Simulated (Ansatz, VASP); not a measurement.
# WS2 in VASP and in Ansatz

The input INCAR:

```
PREC     = Accurate       # precision mode
ENCUT    = 520            # plane-wave cutoff, eV
EDIFF    = 1E-6           # SCF threshold, eV
ISMEAR   = -1             # smearing method
SIGMA    = 0.05           # smearing width, eV
LREAL    = F              # projectors in reciprocal space
LASPH    = T              # aspherical terms in the spheres
NELM     = 60             # most SCF steps
ALGO     = Normal         # electronic algorithm
ISIF     = 2              # what is computed and relaxed
LWAVE    = F              # write WAVECAR
LCHARG   = F              # write CHGCAR
GGA      = PE             # functional
NBANDS   = 20             # bands
```

KPOINTS

```
Automatic mesh
0
Gamma
  8 8 6
```

POSCAR

```
WS2
1.0
    3.1605844900     -1.9375011600      0.0000000000
    3.1605844900      1.9375011600      0.0000000000
   -0.0031116300      0.0000000000      4.4570869100
W S
1 2
Direct
    0.0162970000     -0.0143750000      0.0024850000
    0.6852600000      0.6921530000      0.2926110000
    0.3230840000      0.3051400000      0.7034700000
```

File input.yaml:

```yaml
crystal:
  lattice:
    - [3.16058449, -1.93750116, 0.0]
    - [3.16058449, 1.93750116, 0.0]
    - [-0.00311163, 0.0, 4.45708691]
  atoms:
    - { symbol: W, position: [0.016297, -0.014375, 0.002485] }
    - { symbol: S, position: [0.68526, 0.692153, 0.292611] }
    - { symbol: S, position: [0.323084, 0.30514, 0.70347] }
kpoints:
  mp_grid: { grid: [8, 8, 6] }
scf:
  occupations: { method: fermi_dirac, width: 0.05 }
hamiltonian:
  xc: pbe
  pseudopotentials: { kind: all_electron, lapw: { basis_error: 0.001 } }
output:
  forces: true
  stress: true
  eigenvalues: true
  populations: true
```

Change from the starting cell: atoms moved at random, drawn with an rms of 0.05 Å.

Alike in both runs: task single point; functional PBE; k mesh 8 × 8 × 6; occupations fermi-dirac, width 0.05 eV; no spin polarisation.

```csv
,VASP,Ansatz
version,VASP 6.6.1,Ansatz 0.2.0
potentials or method,"VASP PAW PBE potentials, release 64 (W_sv, S), cutoff 520 eV","all-electron LAPW, scalar-relativistic"
```

VASP gave:

```
gap on the k mesh at the Fermi level (eV)                     : none
pressure (GPa)                                                : -6.8
traceless stress, the component that is largest in VASP (GPa) : 19.34
rms of the force components (eV/Å)                            : 0.786
```

Question: Which values does Ansatz return?

Answer: gap on the k mesh at the Fermi level (eV): none; pressure (GPa): -6.7; traceless stress, the component that is largest in VASP (GPa): 19.31; rms of the force components (eV/Å): 0.786.

Atom by atom the forces differ by 0.001 eV/Å (rms over components). A gap of «none» marks a metal or a gap that the smearing closes. Ansatz ran all-electron here, and VASP with PAW potentials.

Spin-orbit coupling is off throughout.
